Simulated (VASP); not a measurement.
Input of a VASP 6.6.1 run:

File INCAR:

```
SYSTEM = ZnO
PREC = Accurate
ENCUT = 520
EDIFF = 1E-6
ISMEAR = 0
SIGMA = 0.05
LREAL = .False.
LASPH = .True.
NELM = 100
ALGO = Normal
ISIF = 2
LWAVE = .False.
LCHARG = .True.
GGA = PS
LELF = .True.
LVHAR = .True.
NBANDS = 26
```

KPOINTS

```
regular mesh
0
Gamma
  9 9 6
  0 0 0
```

POSCAR

```
ZnO
1.0
    3.2309318303      0.0000000000      0.0000000000
   -1.6154659151      2.7980690429      0.0000000000
    0.0000000000      0.0000000000      5.2153681419
Zn O
2 2
Direct
    0.3333333333      0.6666666667      0.0015754469
    0.6666666667      0.3333333333      0.5015754469
    0.3333333333      0.6666666667      0.3956145713
    0.6666666667      0.3333333333      0.8956145713
```

Potentials or basis: VASP PAW PBE potentials, release 64 (Zn, O).

Run with:

```bash
$ cat potpaw_PBE.64/Zn/POTCAR potpaw_PBE.64/O/POTCAR > POTCAR
$ mpirun -np 1 vasp_std > vasp.out
```

Task: Estimate the largest force.

Result: 0.406 eV/Å.

Task: Estimate the pressure.

Result: 1.2 GPa.

Task: What does it give for the band gap on the k mesh?

Result: 0.70 eV.

Forces on the atoms (eV/Å):
```
Zn   0.000  0.000  0.406
Zn   0.000  0.000  0.406
O    0.000  0.000 -0.406
O    0.000  0.000 -0.406
```

Caveat: the PAW data sets were made with another functional, which shifts forces and pressure a little.
